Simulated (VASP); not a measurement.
# Be (P6_3/mmc) in VASP: further runs, part 2 of 2

VASP 6.6.1. Earlier steps stand in the parts before.

## Step 4: Single point, PBEsol (strain +0.025 along x and y, -0.050 along z)

File INCAR:

```
SYSTEM = Be
ALGO = Fast
EDIFF = 1E-6
ENCUT = 520
GGA = PS
ISIF = 2
ISMEAR = 0
LASPH = .TRUE.
LCHARG = .FALSE.
LREAL = .FALSE.
LWAVE = .FALSE.
NBANDS = 9
NELM = 100
PREC = Accurate
SIGMA = 0.15
```

File KPOINTS:

```
k-points
0
G
  24 24 14
  0 0 0
```

File POSCAR:

```
Be
1.0
    2.3569895345      0.0000000000      0.0000000000
   -1.1784947673      2.0412128133      0.0000000000
    0.0000000000      0.0000000000      3.4208550000
Be
2
Direct
    0.3333333333      0.6666666667      0.2500000000
    0.6666666667      0.3333333333      0.7500000000
```

Potentials or basis: VASP PAW PBE potentials, release 64 (Be).

The run is started by

```sh
$ cat potpaw_PBE.64/Be/POTCAR > POTCAR
$ mpirun -np 1 vasp_std > vasp.out
```

OUTCAR:

```text
SYSTEM = Be
   EDIFF = 1E-6
   ENCUT = 520
   GGA = PS
   ISIF = 2
   ISMEAR = 0
   LASPH = .TRUE.
   LREAL = .FALSE.
   NELM = 100
   PREC = Accurate

 ion  position               nearest neighbor table
   1  0.333  0.667  0.250-   2 2.19   2 2.19   2 2.19   2 2.19   2 2.19   2 2.19
   2  0.667  0.333  0.750-   1 2.19   1 2.19   1 2.19   1 2.19   1 2.19   1 2.19

  LATTYP: Found a hexagonal cell.
 ALAT       =     2.3569895345
 C/A-ratio  =     1.4513662237

  Lattice vectors:

 A1 = (   2.3569895345,   0.0000000000,   0.0000000000)
 A2 = (  -1.1784947673,   2.0412128133,   0.0000000000)
 A3 = (   0.0000000000,   0.0000000000,   3.4208550000)

Analysis of symmetry for initial positions (statically):
=====================================================================
 Subroutine PRICEL returns:
 Original cell was already a primitive cell.

 Routine SETGRP: Setting up the symmetry group for a
 hexagonal supercell.

 Subroutine GETGRP returns: Found 24 space group operations
 (whereof 12 operations were pure point group operations)
 out of a pool of 24 trial point group operations.

The static configuration has the point symmetry D_3d.
 The point group associated with its full space group is D_6h.

Analysis of symmetry for dynamics (positions and initial velocities):
=====================================================================
 Subroutine PRICEL returns:
 Original cell was already a primitive cell.

 Routine SETGRP: Setting up the symmetry group for a
 hexagonal supercell.

 Subroutine GETGRP returns: Found 24 space group operations
 (whereof 12 operations were pure point group operations)
 out of a pool of 24 trial point group operations.

The dynamic configuration has the point symmetry D_3d.
 The point group associated with its full space group is D_6h.

 Subroutine INISYM returns: Found 24 space group operations
 (whereof 12 operations are pure point group operations),
[... 120 lines left out ...]
   LORBIT       =      0    0 simple, 1 ext, 2 COOP (PROOUT), +10 PAW based schemes
   GGA     = PS    functional components
   LHFCALC =     F    Hartree Fock is set to
   AEXX    =    0.0000 exact exchange contribution
   IVDW    =     0    specifies the selected vdW correction
   LEPSILON=     F    determine dielectric tensor
   LRPA    =     F    only Hartree local field effects (RPA)
 non-spin polarized calculation
 RMM-DIIS sequential band-by-band and
 Gauss-broadening in eV      SIGMA  =   0.15
  energy-cutoff  :      520.00
  volume of cell :       16.46
 maximum number of plane-waves:       468
 NGX is ok and might be reduce to    18
   NGX =  9   NGY =  9   NGZ = 13

 number of electron       4.0000000 magnetization

 Free energy of the ion-electron system (eV)
  ---------------------------------------------------
  ext. energy  EPLUGINS =         0.00000000
  ---------------------------------------------------
  free energy    TOTEN  =        -7.91891494 eV

  energy without entropy =       -7.91777649  energy(sigma->0) =       -7.91834572

 E-fermi :   6.5296     XC(G=0): -10.4736

 val. band max:        6.4549606780   @ k =   0.2917   0.1250   0.0714
 cond. band min:       6.5529994865   @ k =   0.2917   0.0417   0.0000
 fundamental gap:      0.0980388086
 Fermi energy:         6.5295934414

 k-point     1 :       0.0000    0.0000    0.0000
  band No.  band energies     occupation
      1      -4.4288      2.00000
      2       3.1830      2.00000
      3       9.0904      0.00000
      4      20.6054      0.00000
      5      20.6054      0.00000
      6      23.7936      0.00000
      7      23.7936      0.00000
      8      28.1609      0.00000
      9      31.7806      0.00000
[... 265 lines left out ...]
 k-point    24 :       0.4583    0.0417    0.0000
  band No.  band energies     occupation
      1       1.4281      2.00000
      2       3.4595      2.00000
      3      10.3340      0.00000
      4      13.6294      0.00000
      5      13.8323      0.00000
      6      14.2484      0.00000
      7      17.6223      0.00000
      8      23.2025      0.00000
      9      24.9347      0.00000

 [... further k-points ...]

------------------------ aborting loop because EDIFF is reached ----------------------------------------

  FORCE on cell =-STRESS in cart. coord.  units (eV):
  Direction    XX          YY          ZZ          XY          YZ          ZX
  --------------------------------------------------------------------------------------
  -------------------------------------------------------------------------------------
  Total       -1.1730028     -1.1730028      1.2100576      0.0000000      0.0000000      0.0000000
  in kB     -114.1902490   -114.1902490    117.7974832      0.0000000      0.0000000      0.0000000
  external PRESSURE =     -36.8610050 kB  Pullay stress =       0.0000000 kB

 VOLUME and BASIS-vectors are now :
 -----------------------------------------------------------------------------
  energy-cutoff  :      520.00
  volume of cell :       16.46
      direct lattice vectors                 reciprocal lattice vectors
     2.356989534  0.000000000  0.000000000     0.424270021  0.244952411  0.000000000
    -1.178494767  2.041212813  0.000000000     0.000000000  0.489904822  0.000000000
     0.000000000  0.000000000  3.420855000     0.000000000  0.000000000  0.292324580

 POSITION                                       TOTAL-FORCE (eV/Angst)
 -----------------------------------------------------------------------------------
     -0.00000      1.36081      0.85521        -0.000000      0.000000      0.000000
      1.17849      0.68040      2.56564         0.000000     -0.000000      0.000000
 -----------------------------------------------------------------------------------
    total drift:                                0.000000     -0.000000      0.000000

  FREE ENERGIE OF THE ION-ELECTRON SYSTEM (eV)
  ---------------------------------------------------
  free  energy   TOTEN  =        -7.9189149435 eV

  energy  without entropy=       -7.9177764916  energy(sigma->0) =       -7.91834572
```

OSZICAR:

```text
N       E                     dE             d eps       ncg     rms          rms(c)
DAV:   1    -0.333628525065E+01   -0.33363E+01   -0.17204E+03  8904   0.360E+02
DAV:   2    -0.790318574253E+01   -0.45669E+01   -0.44285E+01 12984   0.531E+01
DAV:   3    -0.795346925381E+01   -0.50284E-01   -0.50154E-01 10458   0.372E+00
DAV:   4    -0.795353652348E+01   -0.67270E-04   -0.67266E-04 11336   0.142E-01
DAV:   5    -0.795353655550E+01   -0.32019E-07   -0.32266E-07 10028   0.265E-03    0.126E+00
RMM:   6    -0.792947705478E+01    0.24060E-01   -0.19948E-03  8943   0.442E-01    0.766E-01
RMM:   7    -0.791890311274E+01    0.10574E-01   -0.34828E-03  9121   0.446E-01    0.152E-02
RMM:   8    -0.791891410845E+01   -0.10996E-04   -0.13604E-04  9813   0.120E-01    0.596E-03
RMM:   9    -0.791891519107E+01   -0.10826E-05   -0.86254E-06 10310   0.209E-02    0.137E-03
RMM:  10    -0.791891494349E+01    0.24757E-06   -0.49901E-07  9086   0.713E-03
   1 F= -.79189149E+01 E0= -.79183457E+01  d E =-.113845E-02
```

stdout:

```text
POSCAR found type information on POSCAR Be
 POSCAR found :  1 types and       2 ions
 scaLAPACK will be used
 -----------------------------------------------------------------------------
|                                                                             |
|                                                                             |
|     You enforced a specific xc type in the INCAR file but a different       |
|     I HOPE YOU KNOW WHAT YOU ARE DOING!                                     |
|                                                                             |
 -----------------------------------------------------------------------------

 LDA part: xc-table for (Slater+PW92), standard interpolation
 POSCAR, INCAR and KPOINTS ok, starting setup
 FFT: planning ... GRIDC
 FFT: planning ... GRID_SOFT
 FFT: planning ... GRID
 WAVECAR not read
 entering main loop
```

Wall time 28 s (1 thread of Intel Xeon Platinum 8488C (Sapphire Rapids), shared host); peak memory 0.17 GiB.

Results:

```
Free energy            : -7.9189 eV
Pressure               : -3.7 GPa
Band gap on the k mesh : zero (bands 2 and 3 overlap by 2.44 eV)
```

Caveat: the cell differs from its parent crystal (strain +0.025 along x and y, -0.050 along z); the cell stands under tension; the PAW data sets were made with another functional, which shifts forces and pressure a little.

## Step 5: Single point, PBEsol (strain +0.000 along x and y, +0.050 along z)

File INCAR:

```
SYSTEM = Be
PREC     = Accurate       ! precision mode
ENCUT    = 520            ! plane-wave cutoff, eV
EDIFF    = 1E-6           ! SCF threshold, eV
ISMEAR   = 0              ! smearing method
SIGMA    = 0.15           ! smearing width, eV
LREAL    = .FALSE.        ! projectors in reciprocal space
LASPH    = .TRUE.         ! aspherical terms in the spheres
NELM     = 60             ! most SCF steps
ALGO     = Normal         ! electronic algorithm
ISIF     = 2              ! what is computed and relaxed
LWAVE    = .FALSE.        ! write WAVECAR
LCHARG   = .FALSE.        ! write CHGCAR
GGA      = PS             ! functional
NBANDS   = 9              ! bands
```

File KPOINTS:

```
Automatic mesh
0
G
  24 24 14
  0 0 0
```

File POSCAR:

```
Be
1.0
    2.2995019849      0.0000000000      0.0000000000
   -1.1497509925      1.9914271350      0.0000000000
    0.0000000000      0.0000000000      3.7809450000
Be
2
Direct
    0.3333333333      0.6666666667      0.2500000000
    0.6666666667      0.3333333333      0.7500000000
```

The run is started by

```sh
$ cat potpaw_PBE.64/Be/POTCAR > POTCAR
$ mpirun -np 1 vasp_std > vasp.out
```

Run time: 28 s. Hardware: 1 thread of Intel Xeon Platinum 8488C (Sapphire Rapids), shared host; peak memory 0.17 GiB.

Results (log left out):

| Item | Value |
| --- | --- |
| Free energy | -7.9178 eV |
| Pressure | -10.3 GPa |
| Band gap on the k mesh | zero (bands 2 and 3 overlap by 1.69 eV) |

Stress tensor (GPa, compression positive):
```
 -5.89   0.00   0.00
  0.00  -5.89   0.00
  0.00   0.00 -19.22
```

Levels at points of the mesh, in eV from the Fermi level:
```tsv
k point	band 1	band 2	band 3	band 4	band 5	band 6
(0.00, 0.00, 0.00)	-10.97	-4.62	0.01	15.59	15.59	18.03
(0.50, 0.00, 0.00)	-4.69	-3.00	3.25	5.58	5.90	8.96
(0.00, 0.00, 0.50)	-9.00	-9.00	8.68	8.68	16.95	16.95
(0.50, 0.00, 0.50)	-3.44	-3.44	1.32	1.32	11.57	11.57
```

Caveat: the cell differs from its parent crystal (strain +0.000 along x and y, +0.050 along z); the cell stands under tension; the PAW data sets were made with another functional, which shifts forces and pressure a little.

## Step 6: Single point, PBEsol (strain +0.050 along x and y, -0.050 along z)

File INCAR:

```
ALGO = Normal ; EDIFF = 1E-6
ENCUT = 520 ; GGA = PS
ISIF = 2 ; ISMEAR = 0
LASPH = T ; LCHARG = F
LREAL = F ; LWAVE = F
NBANDS = 9 ; NELM = 80
PREC = Accurate ; SIGMA = 0.15
```

File KPOINTS:

```
k-points
0
Gamma
  24 24 14
```

File POSCAR:

```
Be
1.0
    2.4144770842      0.0000000000      0.0000000000
   -1.2072385421      2.0909984917      0.0000000000
    0.0000000000      0.0000000000      3.4208550000
Be
2
Direct
    0.3333333333      0.6666666667      0.2500000000
    0.6666666667      0.3333333333      0.7500000000
```

Potentials or basis: VASP PAW PBE potentials, release 64 (Be).

The run is started by

```sh
$ cat potpaw_PBE.64/Be/POTCAR > POTCAR
$ mpirun -np 1 vasp_std > vasp.out
```

Wall time 27 s (1 thread of Intel Xeon Platinum 8488C (Sapphire Rapids), shared host); peak memory 0.17 GiB.

Results (log left out):

* Free energy: -7.8470 eV
* Pressure: -7.9 GPa
* Band gap on the k mesh: zero (bands 2 and 3 overlap by 2.67 eV)

Stress tensor (GPa, compression positive):
```
-16.67   0.00   0.00
  0.00 -16.67   0.00
  0.00   0.00   9.67
```

Levels at points of the mesh, in eV from the Fermi level:
| k point | band 1 | band 2 | band 3 | band 4 | band 5 | band 6 | band 7 |
| --- | --- | --- | --- | --- | --- | --- | --- |
| (0.00, 0.00, 0.00) | -10.70 | -2.96 | 2.81 | 13.11 | 13.11 | 16.32 | 16.32 |
| (0.50, 0.00, 0.00) | -4.89 | -3.34 | 3.87 | 6.85 | 7.39 | 7.67 | 10.28 |
| (0.00, 0.00, 0.50) | -8.30 | -8.30 | 13.24 | 13.24 | 15.09 | 15.09 | 15.09 |
| (0.50, 0.00, 0.50) | -3.36 | -3.36 | 1.24 | 1.24 | 10.31 | 10.31 | 15.89 |

Caveat: the cell differs from its parent crystal (strain +0.050 along x and y, -0.050 along z); the cell stands under tension; the PAW data sets were made with another functional, which shifts forces and pressure a little.

## Step 7: Overview

| cell | gap on the mesh (eV) | pressure (GPa) |
| --- | --- | --- |
| a = 2.242, b = 2.242, c = 3.421 Å, angles 90.0, 90.0, 120.0°, 2 atoms | none | 7.9 |
| a = 2.185, b = 2.185, c = 3.781 Å, angles 90.0, 90.0, 120.0°, 2 atoms | none | 1.7 |
| a = 2.357, b = 2.357, c = 3.421 Å, angles 90.0, 90.0, 120.0°, 2 atoms | none | -3.7 |
| a = 2.300, b = 2.300, c = 3.781 Å, angles 90.0, 90.0, 120.0°, 2 atoms | none | -10.3 |
| a = 2.414, b = 2.414, c = 3.421 Å, angles 90.0, 90.0, 120.0°, 2 atoms | none | -7.9 |

Alike in all rows: task single point; level PBEsol; potentials or basis VASP PAW PBE potentials, release 64 (Be); no spin polarisation; k mesh 24 × 24 × 14; cutoff (eV) 520; smearing gaussian 0.15 eV.

Caveats: the PAW data sets were made with another functional, which shifts forces and pressure a little; the cell stands under tension (at least some runs); the cell stands under pressure (at least some runs).

Total energies depend on the potentials used, so only differences within one code and one set of settings carry meaning.
